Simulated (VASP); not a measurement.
# Ag in VASP: single point with PBE

Aim: the single point of Ag with PBE.

Everything below comes from runs of VASP 6.6.1. Logs are shortened: lines on timing, memory, paths and dates and some standing lists are left out, and cuts for length are marked.

## Step 1: The cell of the first run

The cell holds a slab with vacuum, 16 atoms: a = 5.865 Å, b = 5.865 Å, c = 25.504 Å, α = 90.00°, β = 90.00°, γ = 90.00°.

## Step 2: Single point, PBE

INCAR reads:

```
SYSTEM = Ag
PREC = Accurate
ENCUT = 520
EDIFF = 1E-6
ISMEAR = 0
SIGMA = 0.1
LREAL = Auto
LASPH = .TRUE.
NELM = 80
ALGO = Normal
ISIF = 2
LWAVE = .FALSE.
LCHARG = .FALSE.
LDIPOL = .TRUE.
IDIPOL = 3
DIPOL = 0.5 0.5 0.435
GGA = PE
NBANDS = 102
```

KPOINTS reads:

```
regular mesh
0
G
  3 3 1
  0 0 0
```

POSCAR reads:

```
Ag
1.0
    5.8650143192      0.0000000000      0.0000000000
    0.0000000000      5.8650143192      0.0000000000
    0.0000000000      0.0000000000     25.5035870953
Ag
16
Direct
    0.2500000000      0.2500000000      0.3136813645
    0.2500000000      0.7500000000      0.3136813645
    0.7500000000      0.2500000000      0.3136813645
    0.7500000000      0.7500000000      0.3136813645
    0.5000000000      0.5000000000      0.3949874055
    0.5000000000      0.0000000000      0.3949874055
    0.0000000000      0.5000000000      0.3949874055
    0.0000000000      0.0000000000      0.3949874055
    0.7500000000      0.7500000000      0.4761465745
    0.7500000000      0.2500000000      0.4757593659
    0.2500000000      0.7500000000      0.4757593659
    0.2500000000      0.2500000000      0.4765380485
   -0.0005115912     -0.0005115912      0.5553102759
   -0.0005115912      0.5005115912      0.5553102759
    0.5005115912     -0.0005115912      0.5553102759
    0.5005115912      0.5005115912      0.5553102759
```

Potentials or basis: VASP PAW PBE potentials, release 64 (Ag).

Command:

```
$ cat potpaw_PBE.64/Ag/POTCAR > POTCAR
$ mpirun -np 1 vasp_std > vasp.out
```

OUTCAR:

```text
SYSTEM = Ag
   PREC = Accurate
   ENCUT = 520
   EDIFF = 1E-6
   ISMEAR = 0
   LREAL = Auto
   LASPH = .TRUE.
   NELM = 80
   ISIF = 2
   GGA = PE

 ion  position               nearest neighbor table
   1  0.250  0.250  0.314-   5 2.93   6 2.93   7 2.93   8 2.93   2 2.93   3 2.93   2 2.93   3 2.93

   2  0.250  0.750  0.314-   5 2.93   6 2.93   7 2.93   8 2.93   1 2.93   4 2.93   1 2.93   4 2.93

   3  0.750  0.250  0.314-   5 2.93   6 2.93   7 2.93   8 2.93   1 2.93   4 2.93   4 2.93   1 2.93
[... 23 lines left out ...]
  15  0.501  0.999  0.555-  12 2.89   9 2.89  11 2.90  10 2.90  13 2.93  16 2.93  16 2.94  13 2.94

  16  0.501  0.501  0.555-  12 2.89   9 2.89  11 2.90  10 2.90  14 2.93  15 2.93  15 2.94  14 2.94

  LATTYP: Found a simple tetragonal cell.
 ALAT       =     5.8650143192
 C/A-ratio  =     4.3484270809

  Lattice vectors:

 A1 = (   5.8650143192,   0.0000000000,   0.0000000000)
 A2 = (   0.0000000000,   5.8650143192,   0.0000000000)
 A3 = (   0.0000000000,   0.0000000000,  25.5035870953)

Analysis of symmetry for initial positions (statically):
=====================================================================
 Subroutine PRICEL returns:
 Original cell was already a primitive cell.

 Routine SETGRP: Setting up the symmetry group for a
 simple tetragonal supercell.

 Subroutine GETGRP returns: Found  8 space group operations
 (whereof  2 operations were pure point group operations)
 out of a pool of 16 trial point group operations.

The static configuration has the point symmetry C_1h.
 The point group associated with its full space group is C_4v.

Analysis of symmetry for dynamics (positions and initial velocities):
=====================================================================
 Subroutine PRICEL returns:
 Original cell was already a primitive cell.

 Routine SETGRP: Setting up the symmetry group for a
 simple tetragonal supercell.

 Subroutine GETGRP returns: Found  8 space group operations
 (whereof  2 operations were pure point group operations)
 out of a pool of 16 trial point group operations.

The dynamic configuration has the point symmetry C_1h.
 The point group associated with its full space group is C_4v.

 Subroutine INISYM returns: Found  8 space group operations
 (whereof  2 operations are pure point group operations),
 and found     1 'primitive' translations

----------------------------------------------------------------------------------------

                                     Primitive cell

  volume of cell :     877.2824

  direct lattice vectors                    reciprocal lattice vectors
     5.865014319  0.000000000  0.000000000     0.170502568  0.000000000  0.000000000
     0.000000000  5.865014319  0.000000000     0.000000000  0.170502568  0.000000000
     0.000000000  0.000000000 25.503587095     0.000000000  0.000000000  0.039210171

  length of vectors
     5.865014319  5.865014319 25.503587095     0.170502568  0.170502568  0.039210171

  position of ions in fractional coordinates (direct lattice)
     0.250000000  0.250000000  0.313681364
     0.250000000  0.750000000  0.313681364
     0.750000000  0.250000000  0.313681364
     0.750000000  0.750000000  0.313681364
     0.500000000  0.500000000  0.394987405
     0.500000000  0.000000000  0.394987405
[... 8 lines left out ...]
     0.500511591  0.999488409  0.555310276
     0.500511591  0.500511591  0.555310276

  ion indices of the primitive-cell ions
   primitive index   ion index
                 1           1
                 2           2
                 3           3
                 4           4
                 5           5
                 6           6
[... 8 lines left out ...]
                15          15
                16          16

----------------------------------------------------------------------------------------

 KPOINTS: regular mesh

Automatic generation of k-mesh.
 Grid dimensions read from file:
 generate k-points for:    3    3    1

 Generating k-lattice:

  Cartesian coordinates                     Fractional coordinates (reciprocal lattice)
     0.056834189  0.000000000  0.000000000     0.333333333  0.000000000  0.000000000
     0.000000000  0.056834189  0.000000000     0.000000000  0.333333333  0.000000000
     0.000000000  0.000000000  0.039210171     0.000000000  0.000000000  1.000000000

  Length of vectors
     0.056834189  0.056834189  0.039210171

  Shift w.r.t. Gamma in fractional coordinates (k-lattice)
     0.000000000  0.000000000  0.000000000

 Subroutine IBZKPT returns following result:
 ===========================================

 Found      3 irreducible k-points:

 Following reciprocal coordinates:
            Coordinates               Weight
  0.000000  0.000000  0.000000      1.000000
  0.333333  0.000000  0.000000      4.000000
  0.333333  0.333333  0.000000      4.000000
   k-points           NKPTS =      3   k-points in BZ     NKDIM =      3   number of bands    NBANDS=    102
   number of dos      NEDOS =    301   number of ions     NIONS =     16
   total plane-waves  NPLWV = 442368
   dimension x,y,z NGX =    48 NGY =   48 NGZ =  192
   dimension x,y,z NGXF=    96 NGYF=   96 NGZF=  384
   ions per type =              16
   NGX,Y,Z   is equivalent  to a cutoff of  13.61, 13.61, 12.52 a.u.
   NGXF,Y,Z  is equivalent  to a cutoff of  27.21, 27.21, 25.03 a.u.
 SYSTEM =  Ag
   PREC   = accura    normal or accurate (medium, high low for compatibility)
   ISTART =      0    job   : 0-new  1-cont  2-samecut
   ICHARG =      2    charge: 1-file 2-atom 10-const
   ISPIN  =      1    spin polarized calculation?
   LNONCOLLINEAR =      F non collinear calculations
   LSORBIT =      F    spin-orbit coupling
   LASPH  =      T    aspherical Exc in radial PAW
   ENCUT  =  520.0 eV  38.22 Ry    6.18 a.u.  10.91 10.91 47.42*2*pi/ulx,y,z
   NELM   =     80;   NELMIN=  2; NELMDL= -5     # of ELM steps
   EDIFF  = 0.1E-05   stopping-criterion for ELM
   LREAL  =      T    real-space projection
   EDIFFG = 0.1E-04   stopping-criterion for IOM
   NSW    =      0    number of steps for IOM
   IBRION =     -1    ionic relax: 0-MD 1-quasi-New 2-CG
   NFREE  =      0    steps in history (QN), initial steepest desc. (CG)
   ISIF   =      2    stress and relaxation
   ISYM   =      2    0-nonsym 1-usesym 2-fastsym
   POTIM  = 0.5000    time-step for ionic-motion
   TEBEG  =    0.0;   TEEND  =   0.0 temperature during run
   PSTRESS=    0.0 pullay stress
   NELECT =     176.0000    total number of electrons
   NUPDOWN=      -1.0000    fix difference up-down
   EMIN   =  10.00;   EMAX   =-10.00  energy-range for DOS
   EFERMI =   0.00;   METHOD = LEGACY
   ISMEAR =     0;   SIGMA  =   0.10  broadening in eV -4-tet -1-fermi 0-gaus
   EFERMI_NEDOS =   21; number of points for ismear=-14 and -15
   IALGO  =     38    algorithm
   IMIX   =      4    mixing-type and parameters
     AMIX     =   0.40;   BMIX     =  1.00
     AMIX_MAG =   1.60;   BMIX_MAG =  1.00
  volume/ion in A,a.u.               =      54.83       370.01
  Fermi-wavevector in a.u.,A,eV,Ry     =   0.958369  1.811054 12.496548  0.918470
  Thomas-Fermi vector in A             =   2.087470
   LORBIT       =      0    0 simple, 1 ext, 2 COOP (PROOUT), +10 PAW based schemes
   GGA     = PE    functional components
   LHFCALC =     F    Hartree Fock is set to
   AEXX    =    0.0000 exact exchange contribution
   IVDW    =     0    specifies the selected vdW correction
   LEPSILON=     F    determine dielectric tensor
   LRPA    =     F    only Hartree local field effects (RPA)
 non-spin polarized calculation
 Gauss-broadening in eV      SIGMA  =   0.10
  energy-cutoff  :      520.00
  volume of cell :      877.28
 maximum number of plane-waves:     23651
 NGX is ok and might be reduce to    48
   NGX = 21   NGY = 21   NGZ = 95

 dipolmoment           0.000000      0.000000      0.003195 electrons x Angstroem

 number of electron     176.0000046 magnetization

 dipolmoment           0.000000      0.000000     -0.001781 electrons x Angstroem

 Free energy of the ion-electron system (eV)
  ---------------------------------------------------
  ext. energy  EPLUGINS =         0.00000000
  ---------------------------------------------------
  free energy    TOTEN  =       -39.41569904 eV

  energy without entropy =      -39.32533264  energy(sigma->0) =      -39.37051584

 E-fermi :  -0.1447     XC(G=0):  -4.5739

 val. band max:       -0.1492398904   @ k =   0.3333   0.0000   0.0000
 cond. band min:      -0.1067546008   @ k =   0.0000   0.0000   0.0000
 fundamental gap:      0.0424852897
 Fermi energy:        -0.1447280752

 k-point     1 :       0.0000    0.0000    0.0000
  band No.  band energies     occupation
      1      -7.2554      2.00000
      2      -6.2969      2.00000
      3      -6.2155      2.00000
      4      -6.1886      2.00000
      5      -6.1715      2.00000
      6      -6.1676      2.00000
[... 92 lines left out ...]
     99       2.5139      0.00000
    100       3.8078      0.00000

 k-point     2 :       0.3333    0.0000    0.0000
  band No.  band energies     occupation
      1      -6.7688      2.00000
      2      -6.1445      2.00000
      3      -6.1096      2.00000
      4      -6.0565      2.00000
      5      -5.9816      2.00000
      6      -5.9593      2.00000
[... 92 lines left out ...]
     99       2.9556      0.00000
    100       3.2920      0.00000

 k-point     3 :       0.3333    0.3333    0.0000
  band No.  band energies     occupation
      1      -6.3025      2.00000
      2      -5.8227      2.00000
      3      -5.8170      2.00000
      4      -5.8105      2.00000
      5      -5.8021      2.00000
      6      -5.7824      2.00000
[... 92 lines left out ...]
     99       4.0530      0.00000
    100       4.2153      0.00000
 [bands above 100 left out]

------------------------ aborting loop because EDIFF is reached ----------------------------------------

 vacuum level on the upper side and lower side of the slab       (xc-potential included)        -0.168        -0.158

  FORCE on cell =-STRESS in cart. coord.  units (eV):
  Direction    XX          YY          ZZ          XY          YZ          ZX
  --------------------------------------------------------------------------------------
  -------------------------------------------------------------------------------------
  Total       -3.2455235     -3.2455235     -1.4231314      0.0000000      0.0000000     -0.0000000
  in kB       -5.9272864     -5.9272864     -2.5990591      0.0000000      0.0000000     -0.0000000
  external PRESSURE =      -4.8178773 kB  Pullay stress =       0.0000000 kB

 VOLUME and BASIS-vectors are now :
 -----------------------------------------------------------------------------
  energy-cutoff  :      520.00
  volume of cell :      877.28
      direct lattice vectors                 reciprocal lattice vectors
     5.865014319  0.000000000  0.000000000     0.170502568  0.000000000  0.000000000
     0.000000000  5.865014319  0.000000000     0.000000000  0.170502568  0.000000000
     0.000000000  0.000000000 25.503587095     0.000000000  0.000000000  0.039210171

 POSITION                                       TOTAL-FORCE (eV/Angst)
 -----------------------------------------------------------------------------------
      1.46625      1.46625      8.00000        -0.000000      0.000000      0.139807
      1.46625      4.39876      8.00000        -0.000000      0.000000      0.140841
      4.39876      1.46625      8.00000        -0.000000      0.000000      0.140841
      4.39876      4.39876      8.00000        -0.000000      0.000000      0.139415
      2.93251      2.93251     10.07360        -0.004727     -0.004727     -0.132777
      2.93251      0.00000     10.07360        -0.004727      0.004727     -0.132777
[... 8 lines left out ...]
      2.93551      5.86201     14.16240        -0.011247      0.011247     -0.004322
      2.93551      2.93551     14.16240        -0.011247     -0.011247     -0.004322
 -----------------------------------------------------------------------------------
    total drift:                                0.000000      0.000000     -0.011268

  FREE ENERGIE OF THE ION-ELECTRON SYSTEM (eV)
  ---------------------------------------------------
  free  energy   TOTEN  =       -39.4156990450 eV

  energy  without entropy=      -39.3253326398  energy(sigma->0) =      -39.37051584

 vacuum level on the upper side and lower side of the slab         3.791         3.801
```

It took 8.3 min on 1 thread of AMD EPYC 9R45 (Zen 5), shared host; peak memory 0.83 GiB.

What came out:

* Free energy: -39.4157 eV
* Largest force: 0.141 eV/Å
* Band gap on the k mesh: zero (bands 88 and 89 overlap by 0.03 eV)

Forces on the atoms (eV/Å):
```
Ag   0.000  0.000  0.140
Ag   0.000  0.000  0.141
Ag   0.000  0.000  0.141
Ag   0.000  0.000  0.139
Ag  -0.005 -0.005 -0.133
Ag  -0.005  0.005 -0.133
Ag   0.005 -0.005 -0.133
Ag   0.005  0.005 -0.133
Ag   0.000  0.000 -0.024
Ag   0.000  0.000  0.028
Ag   0.000  0.000  0.028
Ag   0.000  0.000 -0.045
Ag   0.011  0.011 -0.004
Ag   0.011 -0.011 -0.004
Ag  -0.011  0.011 -0.004
Ag  -0.011 -0.011 -0.004
```

The gap in the log of VASP goes by the Fermi energy; the results here count the filled bands.